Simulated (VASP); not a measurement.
# Bi (R-3m) in VASP: notebook

Bi is run at these levels: r2SCAN; tasks: relaxation of cell and atoms.

Everything below comes from runs of VASP 6.6.1. Logs are shortened: lines on timing, memory, paths and dates and some standing lists are left out, and cuts for length are marked.

### 1 The cell of the first run

Symmetry: R-3m, No. 166, trigonal system. The conventional cell has a = 4.535 Å, b = 4.535 Å, c = 11.814 Å, α = 90.00°, β = 90.00°, γ = 120.00°. Within 4.0 Å of Bi (site symmetry 3m) lie 6 Bi at 3.06 to 3.52 Å.

### 2 Relaxation of cell and atoms, r2SCAN

INCAR

```
SYSTEM = Bi
PREC = Accurate
ENCUT = 600
EDIFF = 1E-6
ISMEAR = 1
SIGMA = 0.1
LREAL = .FALSE.
LASPH = .TRUE.
NELM = 80
ALGO = Normal
ISIF = 3
LWAVE = .FALSE.
LCHARG = .FALSE.
METAGGA = R2SCAN
LMIXTAU = .TRUE.
IBRION = 2
NSW = 90
EDIFFG = -0.01
```

KPOINTS

```
regular mesh
0
G
  12 12 12
  0 0 0
```

POSCAR

```
Bi
1.0
    2.2675000000      1.3091417354      3.9380000000
   -2.2675000000      1.3091417354      3.9380000000
    0.0000000000     -2.6182834708      3.9380000000
Bi
2
Direct
    0.2340000000      0.2340000000      0.2340000000
    0.7660000000      0.7660000000      0.7660000000
```

Potentials or basis: VASP PAW PBE potentials, release 64 (Bi_d).

Run with:

```bash
$ cat potpaw_PBE.64/Bi_d/POTCAR > POTCAR
$ mpirun -np 1 vasp_std > vasp.out
```

OUTCAR:

```text
SYSTEM = Bi
   PREC = Accurate
   ENCUT = 600
   EDIFF = 1E-6
   ISMEAR = 1
   LREAL = .FALSE.
   LASPH = .TRUE.
   NELM = 80
   ISIF = 3
   METAGGA = R2SCAN
   IBRION = 2
   NSW = 90
   EDIFFG = -0.01

 ion  position               nearest neighbor table
   1  0.234  0.234  0.234-   2 3.06   2 3.06   2 3.06   2 3.52   2 3.52   2 3.52
   2  0.766  0.766  0.766-   1 3.06   1 3.06   1 3.06   1 3.52   1 3.52   1 3.52

  LATTYP: Found a trigonal (rhomboedric) cell.
 ALAT       =     4.7289800521
 COS(alpha) =     0.5401781303

  Lattice vectors:

 A1 = (   2.2675000000,   1.3091417354,   3.9380000000)
 A2 = (  -2.2675000000,   1.3091417354,   3.9380000000)
 A3 = (   0.0000000000,  -2.6182834708,   3.9380000000)

Analysis of symmetry for initial positions (statically):
=====================================================================
 Subroutine PRICEL returns:
 Original cell was already a primitive cell.

 Routine SETGRP: Setting up the symmetry group for a
 trigonal (rhombohedral) supercell.

 Subroutine GETGRP returns: Found 12 space group operations
 (whereof 12 operations were pure point group operations)
 out of a pool of 12 trial point group operations.

The static configuration has the point symmetry D_3d.

Analysis of symmetry for dynamics (positions and initial velocities):
=====================================================================
 Subroutine PRICEL returns:
 Original cell was already a primitive cell.

 Routine SETGRP: Setting up the symmetry group for a
 trigonal (rhombohedral) supercell.

 Subroutine GETGRP returns: Found 12 space group operations
 (whereof 12 operations were pure point group operations)
 out of a pool of 12 trial point group operations.

The dynamic configuration has the point symmetry D_3d.

 Subroutine INISYM returns: Found 12 space group operations
 (whereof 12 operations are pure point group operations),
 and found     1 'primitive' translations

----------------------------------------------------------------------------------------

                                     Primitive cell

  volume of cell :      70.1392

  direct lattice vectors                    reciprocal lattice vectors
     2.267500000  1.309141735  3.938000000     0.220507166  0.127309872  0.084645336
    -2.267500000  1.309141735  3.938000000    -0.220507166  0.127309872  0.084645336
[... 100 lines left out ...]
   ISMEAR =     1;   SIGMA  =   0.10  broadening in eV -4-tet -1-fermi 0-gaus
   EFERMI_NEDOS =   21; number of points for ismear=-14 and -15
   IALGO  =     38    algorithm
   IMIX   =      4    mixing-type and parameters
     AMIX     =   0.40;   BMIX     =  1.00
     AMIX_MAG =   1.60;   BMIX_MAG =  1.00
  volume/ion in A,a.u.               =      35.07       236.66
  Fermi-wavevector in a.u.,A,eV,Ry     =   1.233469  2.330919 20.700530  1.521446
  Thomas-Fermi vector in A             =   2.368198
   LORBIT       =      0    0 simple, 1 ext, 2 COOP (PROOUT), +10 PAW based schemes
   METAGGA = R2SCAN    functional components
   LHFCALC =     F    Hartree Fock is set to
   AEXX    =    0.0000 exact exchange contribution
   IVDW    =     0    specifies the selected vdW correction
   LEPSILON=     F    determine dielectric tensor
   LRPA    =     F    only Hartree local field effects (RPA)
 conjugate gradient relaxation of ions
 non-spin polarized calculation
 Methfessel and Paxton  Order N= 1 SIGMA  =   0.10
  energy-cutoff  :      600.00
  volume of cell :       70.14
 maximum number of plane-waves:      2367
 NGX is ok and might be reduce to    40
   NGX = 19   NGY = 19   NGZ = 19

--------------------------------------- Ionic step        1  -------------------------------------------

 number of electron      30.0000001 magnetization

 Free energy of the ion-electron system (eV)
  ---------------------------------------------------
  ext. energy  EPLUGINS =         0.00000000
  ---------------------------------------------------
  free energy    TOTEN  =      -116.98831514 eV

  energy without entropy =     -116.98844975  energy(sigma->0) =     -116.98836001

------------------------ aborting loop because EDIFF is reached ----------------------------------------

  FORCE on cell =-STRESS in cart. coord.  units (eV):
  Direction    XX          YY          ZZ          XY          YZ          ZX
  --------------------------------------------------------------------------------------
  -------------------------------------------------------------------------------------
  Total        0.4877932      0.4877932      0.7215110      0.0000000     -0.0000000      0.0000000
  in kB       11.1425705     11.1425705     16.4813443      0.0000000     -0.0000000      0.0000000
  external PRESSURE =      12.9221618 kB  Pullay stress =       0.0000000 kB
[... 89 lines left out ...]
  FREE ENERGIE OF THE ION-ELECTRON SYSTEM (eV)
  ---------------------------------------------------
  free  energy   TOTEN  =      -116.9962537034 eV

  energy  without entropy=     -116.9963492645  energy(sigma->0) =     -116.99628556

 E-fermi :   5.8767     XC(G=0): -10.0229

 val. band max:        5.8704489750   @ k =   0.4167   0.2500   0.2500
 cond. band min:       5.8883677925   @ k =   0.4167   0.0833   0.0833
 fundamental gap:      0.0179188175
 Fermi energy:         5.8766529139

 k-point     1 :       0.0000    0.0000    0.0000
  band No.  band energies     occupation
      1     -17.7075      2.00000
      2     -17.7075      2.00000
      3     -17.5525      2.00000
      4     -17.5525      2.00000
      5     -17.5321      2.00000
      6     -17.3602      2.00000
[... 517 lines left out ...]
     18       9.2199      0.00000
     19      12.9683      0.00000

 [... further k-points ...]

[... ionic steps 4 to 14 ...]

--------------------------------------- Ionic step       15  -------------------------------------------

 number of electron      29.9999999 magnetization

------------------------ aborting loop because EDIFF is reached ----------------------------------------
[... 67 lines left out ...]
--------------------------------------- Ionic step       17  -------------------------------------------

 number of electron      29.9999999 magnetization

 Free energy of the ion-electron system (eV)
  ---------------------------------------------------
  ext. energy  EPLUGINS =         0.00000000
  ---------------------------------------------------
  free energy    TOTEN  =      -117.00272877 eV

  energy without entropy =     -117.00290481  energy(sigma->0) =     -117.00278745

 E-fermi :   5.8250     XC(G=0):  -9.9706

 val. band max:        5.8194787711   @ k =   0.4167   0.0833   0.0833
 cond. band min:       5.8379032563   @ k =   0.4167   0.2500   0.2500
 fundamental gap:      0.0184244852
 Fermi energy:         5.8250058889

 k-point     1 :       0.0000    0.0000    0.0000
  band No.  band energies     occupation
      1     -17.7883      2.00000
      2     -17.7883      2.00000
      3     -17.6338      2.00000
      4     -17.6338      2.00000
      5     -17.6122      2.00000
      6     -17.4412      2.00000
[... 548 lines left out ...]
  FREE ENERGIE OF THE ION-ELECTRON SYSTEM (eV)
  ---------------------------------------------------
  free  energy   TOTEN  =      -117.0027287671 eV

  energy  without entropy=     -117.0029048146  energy(sigma->0) =     -117.00278745

 reached required accuracy - stopping structural energy minimisation
```

Run time: 3.1 h. Hardware: 1 thread of Intel Xeon Platinum 8488C (Sapphire Rapids), shared host; peak memory 0.48 GiB.

Results:

- Free energy: -117.0027 eV
- Relaxed volume: 36.67 Å³/atom
- Relaxed cell: a = 4.884 Å, b = 4.884 Å, c = 4.884 Å, α = 55.28°, β = 55.28°, γ = 55.28°
- Space group after relaxing (to 0.1 Å): R-3m (No. 166)
- Energy gained by relaxing: 7.2 meV/atom
- Ionic steps: 17
- Pressure after relaxing: 0.0 GPa
- Largest force after relaxing: 0.004 eV/Å
- Band gap on the k mesh: zero (bands 15 and 16 overlap by 0.10 eV)

Forces on the atoms (eV/Å):
```
Bi   0.000  0.000 -0.004
Bi   0.000  0.000  0.004
```

The path:
| step | energy change (eV) | largest force (eV/Å) | pressure (GPa) | volume (Å³) |
| --- | --- | --- | --- | --- |
| 1 | 0.0000 | 0.0500 | 1.29 | 70.14 |
| 2 | -0.0058 | 0.1697 | -0.74 | 73.05 |
| 3 | -0.0079 | 0.0958 | -0.04 | 72.04 |
| 4 | -0.0098 | 0.0834 | -0.03 | 72.21 |
| 5 | -0.0134 | 0.0462 | 0.03 | 72.72 |
| 6 | -0.0126 | 0.0484 | 0.25 | 73.68 |
| 7 | -0.0143 | 0.0053 | 0.10 | 73.15 |
| 8 | -0.0143 | 0.0084 | 0.11 | 73.12 |
| 9 | -0.0142 | 0.0336 | -0.39 | 73.70 |
| 10 | -0.0144 | 0.0124 | 0.03 | 73.27 |
| 11 | -0.0144 | 0.0139 | 0.07 | 73.31 |
| 12 | -0.0144 | 0.0196 | 0.00 | 73.51 |
| 13 | -0.0143 | 0.0233 | -0.06 | 73.57 |
| 14 | -0.0143 | 0.0228 | -0.16 | 73.53 |
| 15 | -0.0144 | 0.0223 | -0.13 | 73.51 |
| 16 | -0.0141 | 0.0348 | 0.27 | 73.00 |
| 17 | -0.0144 | 0.0044 | 0.01 | 73.35 |

Final structure:
```cif
data_structure
_symmetry_space_group_name_H-M 'P 1'
_symmetry_Int_Tables_number 1
_cell_length_a 4.8841
_cell_length_b 4.8841
_cell_length_c 4.8841
_cell_angle_alpha 55.281
_cell_angle_beta 55.281
_cell_angle_gamma 55.281
_cell_volume 73.35
loop_
_atom_site_label
_atom_site_type_symbol
_atom_site_fract_x
_atom_site_fract_y
_atom_site_fract_z
_atom_site_occupancy
Bi1 Bi 0.23174 0.23174 0.23174 1
Bi2 Bi 0.76826 0.76826 0.76826 1
```

Caveat: the PAW data sets were made with another functional, which shifts forces and pressure a little; spin-orbit coupling is left out, which moves the levels of the heavy elements. Zero-point motion and thermal expansion aren't in these numbers.

### 3 Relaxation of cell and atoms, r2SCAN

This run uses another cell than the first one, of 36.67 Å³/atom.

Edit INCAR of step 2 so:

```diff
@@ -3,3 +3,3 @@
 ENCUT = 600
-EDIFF = 1E-6
+EDIFF = 1E-7
 ISMEAR = 1
@@ -17,2 +17,2 @@
 NSW = 90
-EDIFFG = -0.01
+EDIFFG = -0.005
```

KPOINTS is that of step 2.

POSCAR

```
Bi                                      
1.0
    2.2658517892      1.3081901405      4.1242443290
   -2.2658517892      1.3081901405      4.1242443290
   -0.0000000000     -2.6163802809      4.1242443290
  Bi            
     2
Direct
     0.2317437770280087    0.2317437770280087    0.2317437770280087
     0.7682562229719916    0.7682562229719916    0.7682562229719916
```

Potentials or basis: VASP PAW PBE potentials, release 64 (Bi_d).

Run with:

```bash
$ cat potpaw_PBE.64/Bi_d/POTCAR > POTCAR
$ mpirun -np 1 vasp_std > vasp.out
```

OUTCAR:

```text
SYSTEM = Bi
   PREC = Accurate
   ENCUT = 600
   EDIFF = 1E-7
   ISMEAR = 1
   LREAL = .FALSE.
   LASPH = .TRUE.
   NELM = 80
   ISIF = 3
   METAGGA = R2SCAN
   IBRION = 2
   NSW = 90
   EDIFFG = -0.005

 ion  position               nearest neighbor table
   1  0.232  0.232  0.232-   2 3.07   2 3.07   2 3.07   2 3.63   2 3.63   2 3.63
   2  0.768  0.768  0.768-   1 3.07   1 3.07   1 3.07   1 3.63   1 3.63   1 3.63

  LATTYP: Found a trigonal (rhomboedric) cell.
 ALAT       =     4.8841413841
 COS(alpha) =     0.5695561183

  Lattice vectors:

 A1 = (   2.2658517892,   1.3081901405,   4.1242443290)
 A2 = (  -2.2658517892,   1.3081901405,   4.1242443290)
 A3 = (   0.0000000000,  -2.6163802809,   4.1242443290)

Analysis of symmetry for initial positions (statically):
=====================================================================
 Subroutine PRICEL returns:
 Original cell was already a primitive cell.

 Routine SETGRP: Setting up the symmetry group for a
 trigonal (rhombohedral) supercell.

 Subroutine GETGRP returns: Found 12 space group operations
 (whereof 12 operations were pure point group operations)
 out of a pool of 12 trial point group operations.

The static configuration has the point symmetry D_3d.

Analysis of symmetry for dynamics (positions and initial velocities):
=====================================================================
 Subroutine PRICEL returns:
 Original cell was already a primitive cell.

 Routine SETGRP: Setting up the symmetry group for a
 trigonal (rhombohedral) supercell.

 Subroutine GETGRP returns: Found 12 space group operations
 (whereof 12 operations were pure point group operations)
 out of a pool of 12 trial point group operations.

The dynamic configuration has the point symmetry D_3d.

 Subroutine INISYM returns: Found 12 space group operations
[... 122 lines left out ...]
   METAGGA = R2SCAN    functional components
   LHFCALC =     F    Hartree Fock is set to
   AEXX    =    0.0000 exact exchange contribution
   IVDW    =     0    specifies the selected vdW correction
   LEPSILON=     F    determine dielectric tensor
   LRPA    =     F    only Hartree local field effects (RPA)
 conjugate gradient relaxation of ions
 non-spin polarized calculation
 Methfessel and Paxton  Order N= 1 SIGMA  =   0.10
  energy-cutoff  :      600.00
  volume of cell :       73.35
 maximum number of plane-waves:      2466
   NGX = 19   NGY = 19   NGZ = 19

--------------------------------------- Ionic step        1  -------------------------------------------

 number of electron      29.9999999 magnetization

 Free energy of the ion-electron system (eV)
  ---------------------------------------------------
  ext. energy  EPLUGINS =         0.00000000
  ---------------------------------------------------
  free energy    TOTEN  =      -117.00351907 eV

  energy without entropy =     -117.00369519  energy(sigma->0) =     -117.00357778

------------------------ aborting loop because EDIFF is reached ----------------------------------------

  FORCE on cell =-STRESS in cart. coord.  units (eV):
  Direction    XX          YY          ZZ          XY          YZ          ZX
  --------------------------------------------------------------------------------------
  -------------------------------------------------------------------------------------
  Total        0.0132896      0.0132896      0.0072553      0.0000000      0.0000000      0.0000000
  in kB        0.2902860      0.2902860      0.1584785      0.0000000      0.0000000      0.0000000
  external PRESSURE =       0.2463502 kB  Pullay stress =       0.0000000 kB
[... 131 lines left out ...]
--------------------------------------- Ionic step        5  -------------------------------------------

 number of electron      29.9999999 magnetization

 Free energy of the ion-electron system (eV)
  ---------------------------------------------------
  ext. energy  EPLUGINS =         0.00000000
  ---------------------------------------------------
  free energy    TOTEN  =      -117.00352251 eV

  energy without entropy =     -117.00369921  energy(sigma->0) =     -117.00358141

 E-fermi :   5.8211     XC(G=0):  -9.9691

 val. band max:        5.8157395480   @ k =   0.4167   0.0833   0.0833
 cond. band min:       5.8340395245   @ k =   0.4167   0.2500   0.2500
 fundamental gap:      0.0182999764
 Fermi energy:         5.8211426622

 k-point     1 :       0.0000    0.0000    0.0000
  band No.  band energies     occupation
      1     -17.7913      2.00000
      2     -17.7913      2.00000
      3     -17.6369      2.00000
      4     -17.6369      2.00000
      5     -17.6154      2.00000
      6     -17.4446      2.00000
[... 505 lines left out ...]
      6     -17.5313      2.00000
[... 11 lines left out ...]
     18       9.1121      0.00000
     19      12.8107      0.00000

 [... further k-points ...]

------------------------ aborting loop because EDIFF is reached ----------------------------------------

  FORCE on cell =-STRESS in cart. coord.  units (eV):
  Direction    XX          YY          ZZ          XY          YZ          ZX
  --------------------------------------------------------------------------------------
  -------------------------------------------------------------------------------------
  Total        0.0067029      0.0067029      0.0035047      0.0000000      0.0000000      0.0000000
  in kB        0.1463652      0.1463652      0.0765295      0.0000000      0.0000000      0.0000000
  external PRESSURE =       0.1230866 kB  Pullay stress =       0.0000000 kB
[... 17 lines left out ...]
  FREE ENERGIE OF THE ION-ELECTRON SYSTEM (eV)
  ---------------------------------------------------
  free  energy   TOTEN  =      -117.0035225067 eV

  energy  without entropy=     -117.0036992135  energy(sigma->0) =     -117.00358141

 reached required accuracy - stopping structural energy minimisation
```

OSZICAR:

```text
N       E                     dE             d eps       ncg     rms          rms(c)
DAV:   1     0.200832911037E+03    0.20083E+03   -0.18237E+04  7182   0.211E+03
DAV:   2    -0.975752786241E+02   -0.29841E+03   -0.29395E+03  7197   0.491E+02
DAV:   3    -0.122876910902E+03   -0.25302E+02   -0.24863E+02  8303   0.166E+02
[... 47 lines left out ...]
DAV:   3    -0.117003520443E+03    0.61723E-05   -0.28696E-05  9201   0.797E-02    0.142E-03
DAV:   4    -0.117003521542E+03   -0.10990E-05   -0.37052E-06  7191   0.157E-02    0.936E-04
DAV:   5    -0.117003522092E+03   -0.55035E-06   -0.18058E-07  5694   0.361E-03    0.758E-04
DAV:   6    -0.117003522376E+03   -0.28333E-06   -0.15359E-07  5347   0.512E-03    0.427E-04
DAV:   7    -0.117003522508E+03   -0.13254E-06   -0.65920E-08  3892   0.261E-03    0.824E-05
DAV:   8    -0.117003522507E+03    0.16621E-08   -0.10731E-08  3591   0.121E-03
   5 F= -.11700352E+03 E0= -.11700358E+03  d E =-.343318E-05
```

CONTCAR:

```text
Bi
   1.00000000000000
     2.2661349897767238    1.3083536464292231    4.1245257466085521
    -2.2661349897767238    1.3083536464292231    4.1245257466085521
     0.0000000000000000   -2.6167072927584272    4.1245257466085494
  Bi
     2
Direct
     0.2317376974745960    0.2317376974745960    0.2317376974745960
     0.7682623025254040    0.7682623025254040    0.7682623025254040

  0.00000000E+00  0.00000000E+00  0.00000000E+00
  0.00000000E+00  0.00000000E+00  0.00000000E+00
```

It took 58 min on 1 thread of Intel Xeon Platinum 8488C (Sapphire Rapids), shared host; peak memory 0.47 GiB.

What came out:

* Free energy: -117.0035 eV
* Relaxed volume: 36.69 Å³/atom
* Relaxed cell: a = 4.885 Å, b = 4.885 Å, c = 4.885 Å, α = 55.28°, β = 55.28°, γ = 55.28°
* Space group after relaxing (to 0.1 Å): R-3m (No. 166)
* Energy gained by relaxing: 0.0 meV/atom
* Ionic steps: 5
* Pressure after relaxing: 0.0 GPa
* Largest force after relaxing: 0.005 eV/Å
* Band gap on the k mesh: zero (bands 15 and 16 overlap by 0.10 eV)

Forces on the atoms (eV/Å):
```
Bi   0.000  0.000 -0.005
Bi   0.000  0.000  0.005
```

Final structure:
```xyz
2
Lattice="2.2661 1.3084 4.1245 -2.2661 1.3084 4.1245 0.0000 -2.6167 4.1245" Properties=species:S:1:pos:R:3 pbc="T T T"
Bi    0.0000    0.0000    2.8674
Bi    0.0000    0.0000    9.5062
```

Levels at points of the mesh, in eV from the Fermi level:
```tsv
k point	band 13	band 14	band 15	band 16	band 17	band 18
(0.00, 0.00, 0.00)	-1.75	-1.22	-1.22	2.34	2.91	2.91
(0.50, 0.00, 0.00)	-1.78	-1.45	-0.37	-0.08	0.65	1.33
(0.50, 0.50, 0.00)	-4.66	-3.12	-2.87	2.53	4.86	5.70
(0.50, 0.50, 0.50)	-0.76	-0.68	-0.68	0.97	0.97	0.99
```

Caveat: the PAW data sets were made with another functional, which shifts forces and pressure a little; spin-orbit coupling is left out, which moves the levels of the heavy elements.
